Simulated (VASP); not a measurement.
Wanted: the native input for a VASP 6.6.1 run.

```yaml
Task: single point
Functional: PBE
Potentials_or_basis: VASP PAW PBE potentials, release 64 (Pb_d, Se)
Cutoff: 520 eV
k_mesh: 8 × 8 × 8
Occupations: gaussian, width 0.012 eV
Spin: no spin polarisation
Dipole_correction: no
Further_INCAR_settings: ALGO = Normal; EDIFF = 1e-07; NBANDS = 17
```

The structure of PbSe lies in POSCAR:

```
PbSe
1.0
    0.0000000000      3.0606500000      3.0606500000
    3.0606500000      0.0000000000      3.0606500000
    3.0606500000      3.0606500000      0.0000000000
Pb Se
1 1
Direct
    0.0000000000      0.0000000000      0.0000000000
    0.5000000000      0.5000000000      0.5000000000
```

These files were run (other wordings do the same):

INCAR

```
SYSTEM = PbSe
PREC = Accurate
ENCUT = 520
EDIFF = 1E-7
ISMEAR = 0
SIGMA = 0.012
LREAL = .False.
LASPH = .True.
NELM = 100
ALGO = Normal
ISIF = 2
LWAVE = .False.
LCHARG = .False.
GGA = PE
NBANDS = 17
```

KPOINTS

```
regular mesh
0
Gamma
  8 8 8
  0 0 0
```

Potentials or basis: VASP PAW PBE potentials, release 64 (Pb_d, Se).

Command:

```sh
$ cat potpaw_PBE.64/Pb_d/POTCAR potpaw_PBE.64/Se/POTCAR > POTCAR
$ mpirun -np 1 vasp_std > vasp.out
```

It gave:

| Item | Value |
| --- | --- |
| Pressure | 2.4 GPa |
| Band gap on the k mesh | 0.29 eV |

Caveat: spin-orbit coupling is left out, which moves the levels of the heavy elements.

Run time: 27 s on 1 thread of Intel Xeon 8259CL, on a shared host, peak memory 0.19 GiB.
